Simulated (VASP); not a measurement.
# BaTiO3 (P4/mmm) in VASP: notebook, part 2 of 2

VASP 6.6.1. The steps go on from the part before.

## Step 3: Single point, PBEsol (uniaxial strain along a: -3.0 %, then relaxed in part)

INCAR

```
ALGO = Normal
EDIFF = 1E-6
ENCUT = 520
GGA = PS
ISIF = 2
ISMEAR = 0
LASPH = True
LCHARG = True
LELF = True
LREAL = False
LVHAR = True
LWAVE = False
NBANDS = 28
NELM = 80
PREC = Accurate
SIGMA = 0.02
```

KPOINTS

```
k-points
0
Gamma
  8 8 8
```

POSCAR

```
BaTiO3
1.0
    3.8507732524      0.0000000000      0.0000000000
    0.0000000000      4.0023741639      0.0000000000
    0.0000000000      0.0000000000      4.0023741639
Ba Ti O
1 1 3
Direct
    0.5000000000      0.5000000000      0.5000000000
    0.0000000000      0.0000000000      0.0000000000
    0.5000000000      0.0000000000      0.0000000000
    0.0000000000      0.5000000000      0.0000000000
    0.0000000000      0.0000000000      0.5000000000
```

Potentials or basis: VASP PAW PBE potentials, release 64 (Ba_sv, Ti_sv, O).

Launch:

```console
cat potpaw_PBE.64/Ba_sv/POTCAR potpaw_PBE.64/Ti_sv/POTCAR potpaw_PBE.64/O/POTCAR > POTCAR
mpirun -np 1 vasp_std > vasp.out
```

OUTCAR:

```text
EDIFF = 1E-6
   ENCUT = 520
   GGA = PS
   ISIF = 2
   ISMEAR = 0
   LASPH = True
   LREAL = False
   NELM = 80
   PREC = Accurate

 ion  position               nearest neighbor table
   1  0.500  0.500  0.500-   4 2.78   5 2.78   4 2.78   5 2.78   4 2.78   5 2.78   4 2.78   5 2.78
                             3 2.83   3 2.83   3 2.83   3 2.83   2 3.42   2 3.42   2 3.42   2 3.42
   2  0.000  0.000  0.000-   3 1.93   3 1.93   5 2.00   5 2.00   4 2.00   4 2.00   1 3.42   1 3.42
                             1 3.42   1 3.42   1 3.42   1 3.42   1 3.42   1 3.42
[... 953 lines left out ...]
  -------------------------------------------------------------------------------------
  Total        4.3703191      0.7858562      0.7858562      0.0000000      0.0000000     -0.0000000
  in kB      113.5116422     20.4112846     20.4112846      0.0000000      0.0000000     -0.0000000
  external PRESSURE =      51.4447372 kB  Pullay stress =       0.0000000 kB

 VOLUME and BASIS-vectors are now :
 -----------------------------------------------------------------------------
  energy-cutoff  :      520.00
  volume of cell :       61.69
      direct lattice vectors                 reciprocal lattice vectors
     3.850773252  0.000000000  0.000000000     0.259688103  0.000000000  0.000000000
     0.000000000  4.002374164  0.000000000     0.000000000  0.249851703  0.000000000
     0.000000000  0.000000000  4.002374164     0.000000000  0.000000000  0.249851703

 POSITION                                       TOTAL-FORCE (eV/Angst)
 -----------------------------------------------------------------------------------
      1.92539      2.00119      2.00119         0.000000      0.000000      0.000000
      0.00000      0.00000      0.00000         0.000000      0.000000      0.000000
      1.92539      0.00000      0.00000         0.000000      0.000000      0.000000
      0.00000      2.00119      0.00000         0.000000      0.000000      0.000000
      0.00000      0.00000      2.00119         0.000000      0.000000      0.000000
 -----------------------------------------------------------------------------------
    total drift:                                0.000000     -0.000000      0.000000

  FREE ENERGIE OF THE ION-ELECTRON SYSTEM (eV)
  ---------------------------------------------------
  free  energy   TOTEN  =       -41.9122065056 eV

  energy  without entropy=      -41.9122065056  energy(sigma->0) =      -41.91220651
```

stdout:

```text
POSCAR found type information on POSCAR BaTiO
 POSCAR found :  3 types and       5 ions
 scaLAPACK will be used
 -----------------------------------------------------------------------------
|                                                                             |
|                                                                             |
|     You enforced a specific xc type in the INCAR file but a different       |
|     I HOPE YOU KNOW WHAT YOU ARE DOING!                                     |
|                                                                             |
 -----------------------------------------------------------------------------

 LDA part: xc-table for (Slater+PW92), standard interpolation
 POSCAR, INCAR and KPOINTS ok, starting setup
 FFT: planning ... GRIDC
 FFT: planning ... GRID_SOFT
 FFT: planning ... GRID
 WAVECAR not read
 entering main loop
```

It took 56 s on 1 thread of Intel Xeon 6975P-C (Granite Rapids), shared host; peak memory 0.26 GiB.

What came out:

| Property | Result |
| --- | --- |
| Free energy | -41.9122 eV |
| Pressure | 5.1 GPa |
| Band gap on the k mesh | 1.68 eV, indirect (least direct gap 1.79 eV) |

Stress tensor (GPa, compression positive):
```
11.35  0.00  0.00
 0.00  2.04  0.00
 0.00  0.00  2.04
```

Caveat: the cell differs from its parent crystal (uniaxial strain along a: -3.0 %, then relaxed in part); the PAW data sets were made with another functional, which shifts forces and pressure a little; spin-orbit coupling is left out, which moves the levels of the heavy elements.

## Step 4: Single point, PBEsol (uniaxial strain along a: -3.0 %)

INCAR

```
SYSTEM = BaTiO3
ALGO = Normal ; EDIFF = 1E-6
ENCUT = 520 ; GGA = PS
ISIF = 2 ; ISMEAR = 0
LASPH = .TRUE. ; LCHARG = .FALSE.
LREAL = .FALSE. ; LWAVE = .FALSE.
NBANDS = 28 ; NELM = 60
PREC = Accurate ; SIGMA = 0.02
```

KPOINTS

```
k-points
0
G
  8 8 8
  0 0 0
```

Edit POSCAR of step 3 so:

```diff
@@ -3,4 +3,4 @@
     3.8507732524      0.0000000000      0.0000000000
-    0.0000000000      4.0023741639      0.0000000000
-    0.0000000000      0.0000000000      4.0023741639
+    0.0000000000      3.9996433524      0.0000000000
+    0.0000000000      0.0000000000      3.9996433524
 Ba Ti O
```

Launch:

```console
cat potpaw_PBE.64/Ba_sv/POTCAR potpaw_PBE.64/Ti_sv/POTCAR potpaw_PBE.64/O/POTCAR > POTCAR
mpirun -np 1 vasp_std > vasp.out
```

It took 56 s on 1 thread of Intel Xeon 6975P-C (Granite Rapids), shared host; peak memory 0.26 GiB.

It converged, with:

```yaml
Free_energy: -41.9110 eV
Pressure: 5.4 GPa
Band_gap_on_the_k_mesh: 1.68 eV, indirect (least direct gap 1.79 eV)
```

Stress tensor (GPa, compression positive):
```
11.53  0.00  0.00
 0.00  2.34  0.00
 0.00  0.00  2.34
```

Levels at points of the mesh, in eV from the valence-band top:
| k point | band 17 | band 18 | band 19 | band 20 | band 21 | band 22 | band 23 | band 24 |
| --- | --- | --- | --- | --- | --- | --- | --- | --- |
| (0.00, 0.00, 0.00) | -1.12 | -0.16 | -0.16 | -0.11 | 1.68 | 1.76 | 1.76 | 4.03 |
| (0.50, 0.00, 0.00) | -2.15 | -2.00 | -0.79 | -0.79 | 1.91 | 3.89 | 3.89 | 4.05 |
| (0.00, 0.50, 0.00) | -1.80 | -1.79 | -0.76 | -0.73 | 1.93 | 3.54 | 3.55 | 4.24 |
| (0.50, 0.50, 0.00) | -1.77 | -0.79 | -0.78 | -0.12 | 3.55 | 3.90 | 4.19 | 4.95 |
| (0.00, 0.50, 0.50) | -1.74 | -1.12 | -1.12 | -0.23 | 3.56 | 3.56 | 3.95 | 5.36 |
| (0.50, 0.50, 0.50) | -2.19 | -0.10 | 0.00 | 0.00 | 4.27 | 4.47 | 4.47 | 6.63 |

Caveat: the cell differs from its parent crystal (uniaxial strain along a: -3.0 %); the PAW data sets were made with another functional, which shifts forces and pressure a little; spin-orbit coupling is left out, which moves the levels of the heavy elements. A k mesh can miss the band edges.

## Step 5: Summary

| cell | gap on the mesh (eV) | pressure (GPa) |
| --- | --- | --- |
| a = 3.930, b = 3.930, c = 3.998 Å, 5 atoms | 1.73 | 4.6 |
| a = 3.851, b = 4.002, c = 4.002 Å, 5 atoms | 1.68 | 5.1 |
| a = 3.851, b = 4.000, c = 4.000 Å, 5 atoms | 1.68 | 5.4 |

Alike in all rows: task single point; level PBEsol; potentials or basis VASP PAW PBE potentials, release 64 (Ba_sv, Ti_sv, O); no spin polarisation; k mesh 8 × 8 × 8; cutoff (eV) 520; smearing gaussian 0.02 eV.

Caveats: the PAW data sets were made with another functional, which shifts forces and pressure a little; spin-orbit coupling is left out, which moves the levels of the heavy elements.

Total energies depend on the potentials used, so only differences within one code and one set of settings carry meaning.
